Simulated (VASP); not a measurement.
# Ti3Sb2Se3 (Pmmm) in VASP: single point with PBE

Aim: the single point of Ti3Sb2Se3 with PBE.

Program: VASP 6.6.1. These are calculated values, not measurements. Logs are shortened: lines on timing, memory, paths and dates and some standing lists are left out, and cuts for length are marked.

## 1. The cell of the first run

The structure is orthorhombic, space group Pmmm (No. 47). Conventional cell: a = 3.761 Å, b = 4.804 Å, c = 9.226 Å, α = 90.00°, β = 90.00°, γ = 90.00°. Within 3.3 Å of Ti (site symmetry mmm) lie 4 Se at 2.52 Å and 4 Ti at 3.05 Å and 4 Sb at 3.25 Å. Within 4.0 Å of Ti (site symmetry mmm) lie 8 Se at 3.05 to 3.79 Å and 4 Sb at 3.07 Å and 2 Ti at 3.76 Å. Within 3.8 Å of Ti (site symmetry mmm) lie 4 Sb at 2.89 Å and 4 Se at 2.93 Å and 6 Ti at 3.05 to 3.76 Å. Sb (site symmetry mm2) has 6 Ti at 2.89 to 3.25 Å and 6 Se at 3.09 to 3.41 Å and 2 Sb at 3.76 Å within 3.8 Å. Within 3.5 Å of Se (site symmetry mm2) lie 4 Ti at 2.52 to 2.93 Å and 4 Sb at 3.09 Å and 3 Se at 3.35 to 3.49 Å. Within 4.0 Å of Se (site symmetry mmm) lie 4 Ti at 3.05 Å and 4 Sb at 3.41 Å and 6 Se at 3.49 to 3.76 Å.

The cell was generated, and may not be a known phase.

## 2. Single point, PBE, collinear spin

INCAR

```
PREC = Accurate ; ENCUT = 500
EDIFF = 1E-6 ; ISMEAR = 0
SIGMA = 0.15 ; LREAL = F
LASPH = T ; NELM = 200
ALGO = Normal ; ISIF = 2
LWAVE = F ; LCHARG = F
ISPIN = 2 ; MAGMOM = 1 1 1 0 0 0 0 0
LORBIT = 11 ; LMAXMIX = 4
GGA = PE ; NBANDS = 46
GGA_COMPAT = F
```

KPOINTS

```
regular mesh
0
Gamma
  3 3 2
```

POSCAR

```
Ti3Sb2Se3
1.0
    4.8043046116      0.0000000000      0.0000000000
    0.0000000000      3.7612707094      0.0000000000
    0.0000000000      0.0000000000      9.2262587341
Ti Sb Se
3 2 3
Direct
    0.5000000000      0.0000000000      0.5000000000
    0.0000000000      0.5000000000      0.0000000000
    0.0000000000      0.5000000000      0.5000000000
    0.0000000000      0.0000000000      0.7376007596
    0.0000000000      0.0000000000      0.2623992404
    0.5000000000      0.5000000000      0.6817648745
    0.5000000000      0.5000000000      0.3182351255
    0.5000000000      0.0000000000      0.0000000000
```

Potentials or basis: VASP PAW PBE potentials, release 64 (Ti_sv, Sb, Se).

On the command line:

```bash
$ cat potpaw_PBE.64/Ti_sv/POTCAR potpaw_PBE.64/Sb/POTCAR potpaw_PBE.64/Se/POTCAR > POTCAR
$ mpirun -np 1 vasp_std > vasp.out
```

OUTCAR:

```text
PREC = Accurate
   ENCUT = 500
   EDIFF = 1E-6
   ISMEAR = 0
   LREAL = F
   LASPH = T
   NELM = 200
   ISIF = 2
   ISPIN = 2
   LORBIT = 11
   GGA = PE

 ion  position               nearest neighbor table
   1  0.500  0.000  0.500-   6 2.52   7 2.52   6 2.52   7 2.52   4 3.25   5 3.25   4 3.25   5 3.25

   2  0.000  0.500  0.000-   4 3.07   5 3.07   4 3.07   5 3.07
   3  0.000  0.500  0.500-   4 2.89   5 2.89   4 2.89   5 2.89
   4  0.000  0.000  0.738-   3 2.89   3 2.89   2 3.07   2 3.07   6 3.09   6 3.09   6 3.09   6 3.09
                             1 3.25   1 3.25
   5  0.000  0.000  0.262-   3 2.89   3 2.89   2 3.07   2 3.07   7 3.09   7 3.09   7 3.09   7 3.09
                             1 3.25   1 3.25
   6  0.500  0.500  0.682-   1 2.52   1 2.52   4 3.09   4 3.09   4 3.09   4 3.09
   7  0.500  0.500  0.318-   1 2.52   1 2.52   5 3.09   5 3.09   5 3.09   5 3.09
   8  0.500  0.000  0.000-

  LATTYP: Found a simple orthorhombic cell.
 ALAT       =     3.7612707094
 B/A-ratio  =     1.2773089157
 C/A-ratio  =     2.4529632262

  Lattice vectors:

 A1 = (   0.0000000000,  -3.7612707094,   0.0000000000)
 A2 = (   4.8043046116,   0.0000000000,   0.0000000000)
 A3 = (   0.0000000000,   0.0000000000,   9.2262587341)

Analysis of symmetry for initial positions (statically):
=====================================================================
 Subroutine PRICEL returns:
 Original cell was already a primitive cell.

 Routine SETGRP: Setting up the symmetry group for a
 simple orthorhombic supercell.

 Subroutine GETGRP returns: Found  8 space group operations
 (whereof  8 operations were pure point group operations)
 out of a pool of  8 trial point group operations.

The static configuration has the point symmetry D_2h.

Analysis of symmetry for dynamics (positions and initial velocities):
=====================================================================
 Subroutine PRICEL returns:
 Original cell was already a primitive cell.

 Routine SETGRP: Setting up the symmetry group for a
 simple orthorhombic supercell.

 Subroutine GETGRP returns: Found  8 space group operations
 (whereof  8 operations were pure point group operations)
 out of a pool of  8 trial point group operations.

The dynamic configuration has the point symmetry D_2h.

Analysis of structural, dynamic, and magnetic symmetry:
=====================================================================
 Subroutine PRICEL returns:
 Original cell was already a primitive cell.

 Routine SETGRP: Setting up the symmetry group for a
 simple orthorhombic supercell.

 Subroutine GETGRP returns: Found  8 space group operations
 (whereof  8 operations were pure point group operations)
 out of a pool of  8 trial point group operations.

The overall configuration has the point symmetry D_2h.

 Subroutine INISYM returns: Found  8 space group operations
 (whereof  8 operations are pure point group operations),
 and found     1 'primitive' translations

----------------------------------------------------------------------------------------

                                     Primitive cell

  volume of cell :     166.7212

  direct lattice vectors                    reciprocal lattice vectors
     4.804304612  0.000000000  0.000000000     0.208146669  0.000000000  0.000000000
     0.000000000  3.761270709  0.000000000     0.000000000  0.265867596  0.000000000
     0.000000000  0.000000000  9.226258734     0.000000000  0.000000000  0.108386295

  length of vectors
     4.804304612  3.761270709  9.226258734     0.208146669  0.265867596  0.108386295

  position of ions in fractional coordinates (direct lattice)
     0.500000000  0.000000000  0.500000000
     0.000000000  0.500000000  0.000000000
     0.000000000  0.500000000  0.500000000
     0.000000000  0.000000000  0.737600760
     0.000000000  0.000000000  0.262399240
     0.500000000  0.500000000  0.681764874
     0.500000000  0.500000000  0.318235126
[... 50 lines left out ...]
   number of dos      NEDOS =    301   number of ions     NIONS =      8
   total plane-waves  NPLWV =  70560
   dimension x,y,z NGX =    36 NGY =   28 NGZ =   70
   dimension x,y,z NGXF=    72 NGYF=   56 NGZF=  140
   ions per type =               3   2   3
   NGX,Y,Z   is equivalent  to a cutoff of  12.46, 12.38, 12.61 a.u.
   NGXF,Y,Z  is equivalent  to a cutoff of  24.91, 24.75, 25.23 a.u.
 SYSTEM =  unknown system
   PREC   = accura    normal or accurate (medium, high low for compatibility)
   ISTART =      0    job   : 0-new  1-cont  2-samecut
   ICHARG =      2    charge: 1-file 2-atom 10-const
   ISPIN  =      2    spin polarized calculation?
   LNONCOLLINEAR =      F non collinear calculations
   LSORBIT =      F    spin-orbit coupling
   LASPH  =      T    aspherical Exc in radial PAW
   ENCUT  =  500.0 eV  36.75 Ry    6.06 a.u.   8.76  6.86 16.82*2*pi/ulx,y,z
   NELM   =    200;   NELMIN=  2; NELMDL= -5     # of ELM steps
   EDIFF  = 0.1E-05   stopping-criterion for ELM
   LREAL  =      F    real-space projection
   EDIFFG = 0.1E-04   stopping-criterion for IOM
   NSW    =      0    number of steps for IOM
   IBRION =     -1    ionic relax: 0-MD 1-quasi-New 2-CG
   NFREE  =      0    steps in history (QN), initial steepest desc. (CG)
   ISIF   =      2    stress and relaxation
   ISYM   =      2    0-nonsym 1-usesym 2-fastsym
   POTIM  = 0.5000    time-step for ionic-motion
   TEBEG  =    0.0;   TEEND  =   0.0 temperature during run
   PSTRESS=    0.0 pullay stress
   NELECT =      64.0000    total number of electrons
   NUPDOWN=      -1.0000    fix difference up-down
   EMIN   =  10.00;   EMAX   =-10.00  energy-range for DOS
   EFERMI =   0.00;   METHOD = LEGACY
   ISMEAR =     0;   SIGMA  =   0.15  broadening in eV -4-tet -1-fermi 0-gaus
   EFERMI_NEDOS =   21; number of points for ismear=-14 and -15
   IALGO  =     38    algorithm
   IMIX   =      4    mixing-type and parameters
     AMIX     =   0.40;   BMIX     =  1.00
     AMIX_MAG =   1.60;   BMIX_MAG =  1.00
  volume/ion in A,a.u.               =      20.84       140.64
  Fermi-wavevector in a.u.,A,eV,Ry     =   1.189793  2.248382 19.260492  1.415606
  Thomas-Fermi vector in A             =   2.325892
   LORBIT       =     11    0 simple, 1 ext, 2 COOP (PROOUT), +10 PAW based schemes
   GGA     = PE    functional components
   LHFCALC =     F    Hartree Fock is set to
   AEXX    =    0.0000 exact exchange contribution
   IVDW    =     0    specifies the selected vdW correction
   LEPSILON=     F    determine dielectric tensor
   LRPA    =     F    only Hartree local field effects (RPA)
 spin polarized calculation
 Gauss-broadening in eV      SIGMA  =   0.15
  energy-cutoff  :      500.00
  volume of cell :      166.72
 maximum number of plane-waves:      4247
 NGX is ok and might be reduce to    36
   NGX = 17   NGY = 13   NGZ = 33

 number of electron      63.9999990 magnetization      -0.0063863

 number of electron      63.9999990 magnetization       0.0032619

 Free energy of the ion-electron system (eV)
  ---------------------------------------------------
  ext. energy  EPLUGINS =         0.00000000
  ---------------------------------------------------
  free energy    TOTEN  =       -44.87304799 eV

  energy without entropy =      -44.80187296  energy(sigma->0) =      -44.83746048

 E-fermi :   7.6802     XC(G=0): -10.6602

 val. band max:        7.6728680982   @ k =   0.3333   0.0000   0.5000
 cond. band min:       7.6855442153   @ k =   0.0000   0.3333   0.5000
 fundamental gap:      0.0126761171
 Fermi energy:         7.6802457324

 spin component 1

 k-point     1 :       0.0000    0.0000    0.0000
  band No.  band energies     occupation
      1     -50.2619      1.00000
      2     -49.5743      1.00000
      3     -49.5175      1.00000
      4     -26.6146      1.00000
      5     -26.4615      1.00000
      6     -26.4321      1.00000
[... 365 lines left out ...]
     43       9.7971      0.00000
     44      10.2805      0.00000
 Fermi energy:         7.6802457324

 spin component 2

 k-point     1 :       0.0000    0.0000    0.0000
  band No.  band energies     occupation
      1     -50.2601      1.00000
      2     -49.5745      1.00000
      3     -49.5163      1.00000
      4     -26.6135      1.00000
      5     -26.4591      1.00000
      6     -26.4302      1.00000
[... 365 lines left out ...]
     43       9.7980      0.00000
     44      10.2811      0.00000
 [bands above 44 left out]

------------------------ aborting loop because EDIFF is reached ----------------------------------------

  FORCE on cell =-STRESS in cart. coord.  units (eV):
  Direction    XX          YY          ZZ          XY          YZ          ZX
  --------------------------------------------------------------------------------------
  -------------------------------------------------------------------------------------
  Total       -0.0878283     -1.2336523     -0.3008112     -0.0000000      0.0000000      0.0000000
  in kB       -0.8440234    -11.8553015     -2.8907723     -0.0000000      0.0000000      0.0000000
  external PRESSURE =      -5.1966991 kB  Pullay stress =       0.0000000 kB

 VOLUME and BASIS-vectors are now :
 -----------------------------------------------------------------------------
  energy-cutoff  :      500.00
  volume of cell :      166.72
      direct lattice vectors                 reciprocal lattice vectors
     4.804304612  0.000000000  0.000000000     0.208146669  0.000000000  0.000000000
     0.000000000  3.761270709  0.000000000     0.000000000  0.265867596  0.000000000
     0.000000000  0.000000000  9.226258734     0.000000000  0.000000000  0.108386295

 POSITION                                       TOTAL-FORCE (eV/Angst)
 -----------------------------------------------------------------------------------
      2.40215      0.00000      4.61313         0.000000      0.000000     -0.000000
      0.00000      1.88064      0.00000         0.000000      0.000000     -0.000000
      0.00000      1.88064      4.61313         0.000000      0.000000     -0.000000
      0.00000      0.00000      6.80530         0.000000      0.000000      0.195730
      0.00000      0.00000      2.42096        -0.000000      0.000000     -0.195730
      2.40215      1.88064      6.29014         0.000000      0.000000      0.047407
      2.40215      1.88064      2.93612         0.000000     -0.000000     -0.047407
      2.40215      0.00000      0.00000         0.000000      0.000000     -0.000000
 -----------------------------------------------------------------------------------
    total drift:                                0.000000     -0.000000      0.000000

  FREE ENERGIE OF THE ION-ELECTRON SYSTEM (eV)
  ---------------------------------------------------
  free  energy   TOTEN  =       -44.8730479908 eV

  energy  without entropy=      -44.8018729615  energy(sigma->0) =      -44.83746048

 total charge

# of ion       s       p       d       tot
------------------------------------------
    1        2.174   6.129   1.988  10.292
    2        2.117   6.022   1.846   9.985
    3        2.143   6.077   1.981  10.201
    4        1.193   1.170   0.044   2.407
    5        1.193   1.170   0.044   2.407
    6        1.500   2.304   0.068   3.872
    7        1.500   2.304   0.068   3.872
    8        1.476   2.265   0.019   3.759
--------------------------------------------------
tot         13.297  27.443   6.057  46.796

 magnetization (x)

# of ion       s       p       d       tot
------------------------------------------
    1        0.000  -0.000  -0.001  -0.001
    2        0.000   0.000   0.002   0.003
    3        0.000   0.000   0.002   0.002
    4       -0.000  -0.000   0.000  -0.000
    5       -0.000  -0.000   0.000  -0.000
    6       -0.000  -0.000  -0.000  -0.000
    7       -0.000  -0.000  -0.000  -0.000
    8       -0.000  -0.000   0.000  -0.000
--------------------------------------------------
tot          0.000  -0.000   0.003   0.003
```

Wall time 4 min (1 thread of Intel Xeon Platinum 8259CL at 2.50GHz (Skylake/Cascade Lake), shared host); peak memory 0.34 GiB.

What came out:

```yaml
Free_energy: -44.8730 eV
Pressure: -0.5 GPa
Largest_force: 0.196 eV/Å
Band_gap_on_the_k_mesh: zero (filled and empty bands overlap)
Net_moment: 0.00 μB per cell
Valence_electrons_inside_the_program's_atomic_spheres: Ti 10.29, 9.98, 10.20; Sb 2.41; Se 3.87, 3.76 (each value once)
```

Forces in eV/Å, atoms in the order of the input:
```
Ti   0.000  0.000  0.000
Ti   0.000  0.000  0.000
Ti   0.000  0.000  0.000
Sb   0.000  0.000  0.196
Sb   0.000  0.000 -0.196
Se   0.000  0.000  0.047
Se   0.000  0.000 -0.047
Se   0.000  0.000  0.000
```

Caveat: the k points lie up to 0.56 Å⁻¹ apart; spin-orbit coupling is left out, which moves the levels of the heavy elements.
